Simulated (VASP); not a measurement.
A run of VASP 6.6.1 is set up as follows.

INCAR

```
SYSTEM = Ge
  PREC = Accurate
  ENCUT = 520
  EDIFF = 1E-8
  ISMEAR = 0
  SIGMA = 0.01
  LREAL = .False.
  LASPH = .True.
  NELM = 100
  ALGO = Normal
  ISIF = 2
  LWAVE = .False.
  LCHARG = .False.
  GGA = PS
  IBRION = 8
  NSW = 1
```

Contents of KPOINTS:

```
Automatic mesh
0
Gamma
  12 12 12
  0 0 0
```

Contents of POSCAR:

```
Ge
1.0
    0.0000000000      2.6762525870      2.6762525870
    2.6762525870      0.0000000000      2.6762525870
    2.6762525870      2.6762525870      0.0000000000
Ge
2
Direct
    0.5000000000      0.5000000000      0.5000000000
    0.7500000000      0.7500000000      0.7500000000
```

Potentials or basis: VASP PAW PBE potentials, release 64 (Ge_d).

Launch:

```console
$ cat potpaw_PBE.64/Ge_d/POTCAR > POTCAR
$ mpirun -np 1 vasp_std > vasp.out
```

Task: Estimate the highest phonon frequency at Γ.

Result: 347 cm⁻¹.

Phonon frequencies in cm⁻¹ (negative: imaginary):
```tsv
q point	frequencies
(0.000, 0.000, 0.000)	0 0 0 347 347 347
```

Caveat: the cell stands under pressure or tension, which shifts response properties.
